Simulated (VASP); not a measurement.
A run of VASP 6.6.1 is set up as follows.

Contents of INCAR:

```
ALGO = Normal
EDIFF = 1E-7
ENCUT = 520
GGA = PE
ISIF = 2
ISMEAR = 0
IVDW = 12
LASPH = T
LCHARG = F
LREAL = F
LWAVE = F
NBANDS = 20
NELM = 100
PREC = Accurate
SIGMA = 0.03
```

File KPOINTS:

```
k-points
0
Gamma
  12 12 6
```

File POSCAR:

```
SnSe2
1.0
    3.8390485956      0.0000000000      0.0000000000
   -1.9195242978      3.3247136102      0.0000000000
    0.0000000000      0.0000000000      6.0116311105
Sn Se
1 2
Direct
    0.0000000000      0.0000000000      0.0041586051
    0.3333333333      0.6666666667      0.2620273675
    0.6666666667      0.3333333333      0.7317213755
```

Potentials or basis: VASP PAW PBE potentials, release 64 (Sn_d, Se).

Run with:

```bash
$ cat potpaw_PBE.64/Sn_d/POTCAR potpaw_PBE.64/Se/POTCAR > POTCAR
$ mpirun -np 1 vasp_std > vasp.out
```

Estimate the pressure.

0.1 GPa.

Estimate the dispersion energy per atom.

-0.364 eV.

Predict the largest force.

0.632 eV/Å.

Stress tensor (GPa, compression positive):
```
0.16 0.00 0.00
0.00 0.16 0.00
0.00 0.00 0.05
```

Caveat: the cell differs from its parent crystal (atoms displaced along a vibrational mode).
